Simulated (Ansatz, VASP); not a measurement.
**One calculation of Tl, two programs**

```
Tl
1.0
     3.47889    0.00000    0.00000
    -1.73944    3.01281    0.00000
     0.00000    0.00000    5.56159
Tl
2
Direct
  0.66667 0.33333 0.75000
  0.33333 0.66667 0.25000
```

Change from the starting cell: volume scaled by 1.02.

Alike in both runs: task single point; functional PBEsol; k mesh 9 × 9 × 5; occupations fermi-dirac, width 0.05 eV; no spin polarisation.

```csv
,VASP,Ansatz
version,VASP 6.6.1,Ansatz 0.2.0
potentials or method,"VASP PAW PBE potentials, release 64 (Tl_d), cutoff 520 eV","all-electron LAPW, scalar-relativistic"
```

Ansatz gave:

- gap on the k mesh at the Fermi level (eV): none
- pressure (GPa): -0.5
- traceless stress, the component that is largest in VASP (GPa): 0.76

Problem. Which values does VASP return?

Solution. gap on the k mesh at the Fermi level (eV): none; pressure (GPa): -0.5; traceless stress, the component that is largest in VASP (GPa): 0.75.

VASP's potentials were made for PBE, not for PBEsol. A gap of «none» marks a metal or a gap that the smearing closes. Ansatz ran all-electron here, and VASP with PAW potentials.

Spin-orbit coupling is off throughout.
